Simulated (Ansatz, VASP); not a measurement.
# One calculation of Y, two programs

```
CELL_PARAMETERS angstrom
3.69281 0.00000 0.00000
-1.84641 3.19807 0.00000
0.00000 0.00000 5.70875
ATOMIC_POSITIONS crystal
Y 0.33333 0.66667 0.25000
Y 0.66667 0.33333 0.75000
```

Alike in both runs: functional BLYP; k mesh 10 × 10 × 6; occupations fermi-dirac, width 0.05 eV; collinear spin.

Ansatz relaxed the structure, and its values are those at the end. VASP's run is a single point on that final structure, the one shown.

|  | VASP | Ansatz |
| --- | --- | --- |
| version | VASP 6.6.1 | Ansatz 0.2.0 |
| potentials or method | VASP PAW PBE potentials, release 64 (Y_sv), cutoff 520 eV | plane waves (420 eV) with PAW, scalar-relativistic |
| valence electrons in the cell | 22 | 22 |

|  | VASP | Ansatz | Ansatz less VASP |
| --- | --- | --- | --- |
| pressure (GPa) | -0.1 | 0.0 | +0.05 |
| net moment per atom (μB) | 0.00 | 0.00 | 0.000 |

VASP's potentials were made for PBE, not for BLYP. The functional is the same, so the differences come from potentials, cutoffs and numerics. Ansatz's warnings: seeded moment not kept.
